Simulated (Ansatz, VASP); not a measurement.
One calculation of GaP, two programs

Contents of INCAR:

```
SYSTEM = GaP
PREC     = Accurate       ! precision mode
ENCUT    = 520            ! plane-wave cutoff, eV
EDIFF    = 1E-6           ! SCF threshold, eV
ISMEAR   = 0              ! smearing method
SIGMA    = 0.05           ! smearing width, eV
LREAL    = .FALSE.        ! projectors in reciprocal space
LASPH    = .TRUE.         ! aspherical terms in the spheres
NELM     = 80             ! most SCF steps
ALGO     = Normal         ! electronic algorithm
ISIF     = 2              ! what is computed and relaxed
LWAVE    = .FALSE.        ! write WAVECAR
LCHARG   = .TRUE.         ! write CHGCAR
GGA      = PE             ! functional
LELF     = .TRUE.         ! ELF
LVHAR    = .TRUE.       
NBANDS   = 26             ! bands
```

KPOINTS

```
Automatic mesh
0
G
  9 9 9
  0 0 0
```

The input POSCAR:

```
GaP
1.0
    1.9605235829      1.1319088183      7.3277836450
   -1.9605235829      1.1319088183      7.3277836450
    0.0000000000     -2.2638176367      7.3277836450
Ga P
2 2
Direct
    0.4355841032      0.4355841032      0.4355841032
    0.5644158968      0.5644158968      0.5644158968
    0.0575077006      0.0575077006      0.0575077006
    0.9424922994      0.9424922994      0.9424922994
```

Input for Ansatz:

```yaml
crystal:
  lattice:
    - [1.9605235829, 1.1319088183, 7.327783645]
    - [-1.9605235829, 1.1319088183, 7.327783645]
    - [0.0, -2.2638176367, 7.327783645]
  atoms:
    - { symbol: Ga, position: [0.4355841032, 0.4355841032, 0.4355841032] }
    - { symbol: Ga, position: [0.5644158968, 0.5644158968, 0.5644158968] }
    - { symbol: P, position: [0.0575077006, 0.0575077006, 0.0575077006] }
    - { symbol: P, position: [0.9424922994, 0.9424922994, 0.9424922994] }
basis:
  ecutwfc: 420
kpoints:
  mp_grid: { grid: [9, 9, 9] }
hamiltonian:
  xc: pbe
  pseudopotentials: { kind: paw, azcp: { folder: soft_1 } }
scf:
  occupations: { method: gaussian, width: 0.05 }
output:
  forces: true
  stress: true
  eigenvalues: true
```

Alike in both runs: task single point; functional PBE; k mesh 9 × 9 × 9; occupations gaussian, width 0.05 eV; no spin polarisation.

```csv
,VASP,Ansatz
version,VASP 6.6.1,Ansatz 0.2.0
potentials or method,"VASP PAW PBE potentials, release 64 (Ga_d, P), cutoff 520 eV","scalar-relativistic, plane waves, PAW"
valence electrons in the cell,36,36
```

|  | VASP | Ansatz | Ansatz less VASP |
| --- | --- | --- | --- |
| gap on the k mesh at the Fermi level (eV) | none | none | - |
| pressure (GPa) | -6.9 | -6.9 | +0.01 |
| traceless stress, the component that is largest in VASP (GPa) | -8.63 | -8.61 | +0.025 |
| rms of the force components (eV/Å) | 0.186 | 0.180 | -0.0055 |

Atom by atom the forces differ by 0.006 eV/Å (rms over components). A gap of «none» marks a metal or a gap that the smearing closes.
